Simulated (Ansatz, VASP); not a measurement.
**One calculation of Ta, two programs**

File INCAR:

```
PREC = Accurate
ENCUT = 520
EDIFF = 1E-6
ISMEAR = 0
SIGMA = 0.05
LREAL = F
LASPH = T
NELM = 100
ALGO = Normal
ISIF = 2
LWAVE = F
LCHARG = F
GGA = PE
NBANDS = 12
```

Contents of KPOINTS:

```
Automatic mesh
0
Gamma
  8 8 8
```

The input POSCAR:

```
Ta
1.0
    0.0000000000      2.1163036224      2.1163036224
    2.1163036224      0.0000000000      2.1163036224
    2.1163036224      2.1163036224      0.0000000000
Ta
1
Direct
    0.0000000000      0.0000000000      0.0000000000
```

Input for Ansatz:

```yaml
crystal:
  lattice:
    - [0.0, 2.1163036224, 2.1163036224]
    - [2.1163036224, 0.0, 2.1163036224]
    - [2.1163036224, 2.1163036224, 0.0]
  atoms:
    - { symbol: Ta, position: [0.0, 0.0, 0.0] }
basis:
  ecutwfc: 420
  ecutrho_ratio: 4
kpoints:
  mp_grid: { grid: [8, 8, 8] }
hamiltonian:
  xc: pbe
scf:
  occupations: { method: gaussian, width: 0.05 }
output:
  forces: true
  stress: true
  eigenvalues: true
```

Alike in both runs: task single point; functional PBE; k mesh 8 × 8 × 8; occupations gaussian, width 0.05 eV; no spin polarisation.

```csv
,VASP,Ansatz
version,VASP 6.6.1,Ansatz 0.2.0
potentials or method,"VASP PAW PBE potentials, release 64 (Ta_pv), cutoff 520 eV","scalar-relativistic, plane waves, PAW"
valence electrons in the cell,11,13
```

```csv
,VASP,Ansatz,Ansatz less VASP
gap on the k mesh at the Fermi level (eV),none,none,-
pressure (GPa),0.1,0.1,0.00
```

A gap of «none» marks a metal or a gap that the smearing closes. VASP's potentials hold 11 valence electrons a cell and Ansatz's 13, so a difference there can come from the potentials and not from the codes.

Neither program's run includes spin-orbit coupling.
